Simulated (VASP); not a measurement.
# CoSi (P2_13) in VASP: single point with r2SCAN

Aim: the single point of CoSi with r2SCAN.

Program: VASP 6.6.1. These are calculated values, not measurements. Logs are shortened: lines on timing, memory, paths and dates and some standing lists are left out, and cuts for length are marked.

### 1 The cell of the first run

Symmetry: P2_13, No. 198, cubic system. The conventional cell has a = 4.384 Å, b = 4.384 Å, c = 4.384 Å, α = 90.00°, β = 90.00°, γ = 90.00°. Co (site symmetry 3) has 7 Si at 2.29 to 2.40 Å and 6 Co at 2.70 Å within 3.0 Å. Within 3.0 Å of Si (site symmetry 3) lie 7 Co at 2.29 to 2.40 Å and 6 Si at 2.71 Å.

### 2 Single point, r2SCAN, collinear spin, ferromagnetic start

Input file POSCAR:

```
CoSi
1.0
    0.0000000000      4.3835274897      4.3835274897
    4.3835274897      0.0000000000      4.3835274897
    4.3835274897      4.3835274897      0.0000000000
Co Si
8 8
Direct
    0.0728339749      0.0728339749      0.0728339749
    0.5728339749      0.0728339749      0.2814980754
    0.2814980754      0.5728339749      0.0728339749
    0.0728339749      0.2814980754      0.5728339749
    0.5728339749      0.5728339749      0.5728339749
    1.0728339749      0.5728339749      0.7814980754
    0.7814980754      1.0728339749      0.5728339749
    0.5728339749      0.7814980754      1.0728339749
    0.4218043891      0.4218043891      0.4218043891
   -0.0781956109      0.4218043891      0.2345868328
    0.2345868328     -0.0781956109      0.4218043891
    0.4218043891      0.2345868328     -0.0781956109
    0.9218043891      0.9218043891      0.9218043891
    0.4218043891      0.9218043891      0.7345868328
    0.7345868328      0.4218043891      0.9218043891
    0.9218043891      0.7345868328      0.4218043891
```

Input file INCAR.step1:

```
PREC = Accurate ; ENCUT = 520
ISMEAR = 0 ; SIGMA = 0.05
LREAL = Auto ; LASPH = True
NELM = 150 ; ISPIN = 2
MAGMOM = 1.5 1.5 1.5 1.5 1.5 1.5 1.5 1.5 0 0 0 0 0 0 0 0 ; LMAXMIX = 4
NBANDS = 70 ; GGA = PE
ALGO = Normal ; EDIFF = 1E-4
LWAVE = True ; LCHARG = False
```

Input file INCAR.step2:

```
PREC = Accurate ; ENCUT = 520
EDIFF = 1E-6 ; ISMEAR = 0
SIGMA = 0.05 ; LREAL = Auto
LASPH = True ; NELM = 150
ALGO = Normal ; ISIF = 2
LWAVE = False ; LCHARG = False
ISPIN = 2 ; MAGMOM = 1.5 1.5 1.5 1.5 1.5 1.5 1.5 1.5 0 0 0 0 0 0 0 0
LORBIT = 11 ; LMAXMIX = 4
METAGGA = R2SCAN ; LMIXTAU = True
NBANDS = 70 ; ISTART = 1
```

Input file KPOINTS:

```
Automatic mesh
0
Gamma
  6 6 6
```

Potentials or basis: VASP PAW PBE potentials, release 64 (Co, Si).

Run with:

```sh
> cat potpaw_PBE.64/Co/POTCAR potpaw_PBE.64/Si/POTCAR > POTCAR
> cp INCAR.step1 INCAR
> mpirun -np 1 vasp_std > vasp.out
> cp INCAR.step2 INCAR
> mpirun -np 1 vasp_std > vasp.out
```

OUTCAR:

```text
PREC = Accurate
   ENCUT = 520
   EDIFF = 1E-6
   ISMEAR = 0
   LREAL = Auto
   LASPH = True
   NELM = 150
   ISIF = 2
   ISPIN = 2
   LORBIT = 11
   METAGGA = R2SCAN
   ISTART = 1

 ion  position               nearest neighbor table
   1  0.073  0.073  0.073-  13 2.29  14 2.31  15 2.31  16 2.31  11 2.40  12 2.40  10 2.40   7 2.70
                             8 2.70   6 2.70   2 2.70   3 2.70   4 2.70
   2  0.573  0.073  0.281-  14 2.29   9 2.31  16 2.31  11 2.31  15 2.40  13 2.40  12 2.40   7 2.70
                             8 2.70   1 2.70   5 2.70   3 2.70   4 2.70
   3  0.281  0.573  0.073-  15 2.29   9 2.31  14 2.31  12 2.31  16 2.40  13 2.40  10 2.40   8 2.70
                             6 2.70   5 2.70   1 2.70   4 2.70   2 2.70
   4  0.073  0.281  0.573-  16 2.29   9 2.31  15 2.31  10 2.31  14 2.40  13 2.40  11 2.40   7 2.70
                             6 2.70   5 2.70   1 2.70   3 2.70   2 2.70
   5  0.573  0.573  0.573-   9 2.29  10 2.31  11 2.31  12 2.31  14 2.40  15 2.40  16 2.40   3 2.70
                             4 2.70   2 2.70   6 2.70   7 2.70   8 2.70
   6  0.073  0.573  0.781-  10 2.29  13 2.31  12 2.31  15 2.31  11 2.40   9 2.40  16 2.40   4 2.70
                             5 2.70   3 2.70   1 2.70   7 2.70   8 2.70
   7  0.781  0.073  0.573-  11 2.29  13 2.31  10 2.31  16 2.31  12 2.40   9 2.40  14 2.40   4 2.70
                             2 2.70   1 2.70   5 2.70   8 2.70   6 2.70
   8  0.573  0.781  0.073-  12 2.29  13 2.31  11 2.31  14 2.31  10 2.40   9 2.40  15 2.40   3 2.70
                             2 2.70   1 2.70   5 2.70   7 2.70   6 2.70
   9  0.422  0.422  0.422-   5 2.29   3 2.31   4 2.31   2 2.31   6 2.40   7 2.40   8 2.40  10 2.71
                            11 2.71  12 2.71  15 2.71  14 2.71  16 2.71
  10  0.922  0.422  0.235-   6 2.29   7 2.31   5 2.31   4 2.31   1 2.40   8 2.40   3 2.40  12 2.71
                            13 2.71  15 2.71  16 2.71  11 2.71   9 2.71
  11  0.235  0.922  0.422-   7 2.29   8 2.31   5 2.31   2 2.31   1 2.40   6 2.40   4 2.40  10 2.71
                            13 2.71  14 2.71  16 2.71  12 2.71   9 2.71
  12  0.422  0.235  0.922-   8 2.29   6 2.31   5 2.31   3 2.31   1 2.40   7 2.40   2 2.40  11 2.71
                            13 2.71  14 2.71  15 2.71   9 2.71  10 2.71
  13  0.922  0.922  0.922-   1 2.29   6 2.31   7 2.31   8 2.31   2 2.40   3 2.40   4 2.40  14 2.71
                            15 2.71  16 2.71  11 2.71  10 2.71  12 2.71
  14  0.422  0.922  0.735-   2 2.29   3 2.31   1 2.31   8 2.31   5 2.40   4 2.40   7 2.40   9 2.71
                            11 2.71  12 2.71  16 2.71  15 2.71  13 2.71
  15  0.735  0.422  0.922-   3 2.29   4 2.31   1 2.31   6 2.31   5 2.40   2 2.40   8 2.40   9 2.71
                            10 2.71  12 2.71  14 2.71  16 2.71  13 2.71
  16  0.922  0.735  0.422-   4 2.29   2 2.31   1 2.31   7 2.31   5 2.40   3 2.40   6 2.40   9 2.71
                            10 2.71  11 2.71  15 2.71  13 2.71  14 2.71

  LATTYP: Found a face centered cubic cell.
 ALAT       =     8.7670549794

  Lattice vectors:

 A1 = (   0.0000000000,   4.3835274897,   4.3835274897)
 A2 = (   4.3835274897,   0.0000000000,   4.3835274897)
 A3 = (   4.3835274897,   4.3835274897,   0.0000000000)

Analysis of symmetry for initial positions (statically):
[... 233 lines left out ...]
 Fermi energy:        12.5343431252

 spin component 1

 k-point     1 :       0.0000    0.0000    0.0000
  band No.  band energies     occupation
      1      -2.1808      1.00000
      2       2.4153      1.00000
      3       2.4153      1.00000
      4       2.4153      1.00000
      5       2.4153      1.00000
      6       3.7620      1.00000
[... 1195 lines left out ...]
     63      16.0358      0.00000
     64      16.0358      0.00000
 Fermi energy:        12.5343431252

 spin component 2

 k-point     1 :       0.0000    0.0000    0.0000
  band No.  band energies     occupation
      1      -2.1808      1.00000
      2       2.4153      1.00000
      3       2.4153      1.00000
      4       2.4153      1.00000
      5       2.4153      1.00000
      6       3.7620      1.00000
[... 1195 lines left out ...]
     63      16.0358      0.00000
     64      16.0358      0.00000
 [bands above 64 left out]

------------------------ aborting loop because EDIFF is reached ----------------------------------------

  FORCE on cell =-STRESS in cart. coord.  units (eV):
  Direction    XX          YY          ZZ          XY          YZ          ZX
  --------------------------------------------------------------------------------------
  -------------------------------------------------------------------------------------
  Total        0.0253177      0.0253177      0.0253177     -0.0000000     -0.0000000      0.0000000
  in kB        0.2407872      0.2407872      0.2407872     -0.0000000     -0.0000000      0.0000000
  external PRESSURE =       0.2407872 kB  Pullay stress =       0.0000000 kB

 VOLUME and BASIS-vectors are now :
 -----------------------------------------------------------------------------
  energy-cutoff  :      520.00
  volume of cell :      168.46
      direct lattice vectors                 reciprocal lattice vectors
     0.000000000  4.383527490  4.383527490    -0.114063389  0.114063389  0.114063389
     4.383527490  0.000000000  4.383527490     0.114063389 -0.114063389  0.114063389
     4.383527490  4.383527490  0.000000000     0.114063389  0.114063389 -0.114063389

 POSITION                                       TOTAL-FORCE (eV/Angst)
 -----------------------------------------------------------------------------------
      0.63854      0.63854      0.63854         0.003231      0.003231      0.003231
      1.55322      3.74499      2.83030        -0.003231     -0.003231      0.003231
      2.83030      1.55322      3.74499         0.003231     -0.003231     -0.003231
      3.74499      2.83030      1.55322        -0.003231      0.003231     -0.003231
      5.02207      5.02207      5.02207         0.003231      0.003231      0.003231
      5.93675      3.74499      2.83030        -0.003231     -0.003231      0.003231
[... 8 lines left out ...]
      5.88975      7.26084      5.06907         0.003227     -0.003227     -0.003227
      5.06907      5.88975      7.26084        -0.003227      0.003227     -0.003227
 -----------------------------------------------------------------------------------
    total drift:                                0.000027      0.000027      0.000027

  FREE ENERGIE OF THE ION-ELECTRON SYSTEM (eV)
  ---------------------------------------------------
  free  energy   TOTEN  =      -183.9308464058 eV

  energy  without entropy=     -183.9278736560  energy(sigma->0) =     -183.92936003

 total charge

# of ion       s       p       d       tot
------------------------------------------
    1        0.469   0.685   7.597   8.751
    2        0.469   0.685   7.597   8.751
    3        0.469   0.685   7.597   8.751
    4        0.469   0.685   7.597   8.751
    5        0.469   0.685   7.597   8.751
    6        0.469   0.685   7.597   8.751
[... 8 lines left out ...]
   15        0.711   0.913   0.000   1.624
   16        0.711   0.913   0.000   1.624
--------------------------------------------------
tot          9.437  12.785  60.777  82.999

 magnetization (x)

# of ion       s       p       d       tot
------------------------------------------
    1       -0.000  -0.000  -0.000  -0.000
    2       -0.000  -0.000  -0.000  -0.000
    3       -0.000  -0.000  -0.000  -0.000
    4       -0.000  -0.000  -0.000  -0.000
    5       -0.000  -0.000  -0.000  -0.000
    6       -0.000  -0.000  -0.000  -0.000
[... 8 lines left out ...]
   15        0.000   0.000   0.000   0.000
   16        0.000   0.000   0.000   0.000
--------------------------------------------------
tot         -0.000  -0.000  -0.000  -0.000
```

OSZICAR.step1:

```text
N       E                     dE             d eps       ncg     rms          rms(c)
DAV:   1     0.816590469662E+03    0.81659E+03   -0.42650E+04  5040   0.172E+03
DAV:   2    -0.255485302794E+02   -0.84214E+03   -0.80272E+03  5040   0.399E+02
DAV:   3    -0.114373898091E+03   -0.88825E+02   -0.81586E+02  5288   0.152E+02
DAV:   4    -0.119291988677E+03   -0.49181E+01   -0.48281E+01  6506   0.338E+01
DAV:   5    -0.119454937193E+03   -0.16295E+00   -0.16256E+00  6768   0.587E+00    0.426E+01
DAV:   6    -0.132131116890E+03   -0.12676E+02   -0.23951E+02  6618   0.138E+02    0.390E+01
DAV:   7    -0.108934579862E+03    0.23197E+02   -0.10184E+02  5786   0.103E+02    0.122E+01
DAV:   8    -0.109655249967E+03   -0.72067E+00   -0.10413E+01  6132   0.129E+01    0.535E+00
DAV:   9    -0.109386135273E+03    0.26911E+00   -0.80960E-01  6772   0.795E+00    0.227E+00
DAV:  10    -0.109387541393E+03   -0.14061E-02   -0.66141E-02  6858   0.139E+00    0.111E+00
DAV:  11    -0.109376635049E+03    0.10906E-01   -0.13351E-02  7620   0.809E-01    0.410E-01
DAV:  12    -0.109377303887E+03   -0.66884E-03   -0.37467E-03  6510   0.535E-01    0.153E-01
DAV:  13    -0.109377276137E+03    0.27750E-04   -0.24521E-04  3914   0.995E-02
   1 F= -.10937728E+03 E0= -.10937552E+03  d E =-.352115E-02  mag=     0.0007
```

It took 58 min on 1 thread of Oxide Virtual Turin-like, shared host; peak memory 0.58 GiB.

Results:

```yaml
Free_energy: -183.9308 eV
Pressure: 0.0 GPa
Largest_force: 0.006 eV/Å
Band_gap_on_the_k_mesh: zero (filled and empty bands touch)
Net_moment: 0.00 μB per cell
Valence_electrons_inside_the_program's_atomic_spheres: Co 8.75; Si 1.62
```

Forces on the atoms (eV/Å):
```
Co   0.003  0.003  0.003
Co  -0.003 -0.003  0.003
Co   0.003 -0.003 -0.003
Co  -0.003  0.003 -0.003
Co   0.003  0.003  0.003
Co  -0.003 -0.003  0.003
Co   0.003 -0.003 -0.003
Co  -0.003  0.003 -0.003
Si   0.003  0.003  0.003
Si  -0.003 -0.003  0.003
Si   0.003 -0.003 -0.003
Si  -0.003  0.003 -0.003
Si   0.003  0.003  0.003
Si  -0.003 -0.003  0.003
Si   0.003 -0.003 -0.003
Si  -0.003  0.003 -0.003
```

Levels at points of the mesh, in eV from the Fermi level:
Spin up:
```
           k point  band 50  band 51  band 52  band 53  band 54  band 55
(0.00, 0.00, 0.00)    -0.22    -0.22    -0.22    -0.01    -0.01    -0.01
(0.50, 0.00, 0.00)    -0.55    -0.16    -0.16     0.52     0.52     1.66
(0.50, 0.50, 0.00)    -0.53    -0.05    -0.05     0.67     0.67     1.08
```
Spin down:
| k point | band 50 | band 51 | band 52 | band 53 | band 54 | band 55 |
| --- | --- | --- | --- | --- | --- | --- |
| (0.00, 0.00, 0.00) | -0.22 | -0.22 | -0.22 | -0.01 | -0.01 | -0.01 |
| (0.50, 0.00, 0.00) | -0.55 | -0.16 | -0.16 | 0.52 | 0.52 | 1.66 |
| (0.50, 0.50, 0.00) | -0.53 | -0.05 | -0.05 | 0.67 | 0.67 | 1.08 |

Caveat: the moments typed at the start vanished in this run; the PAW data sets were made with another functional, which shifts forces and pressure a little.
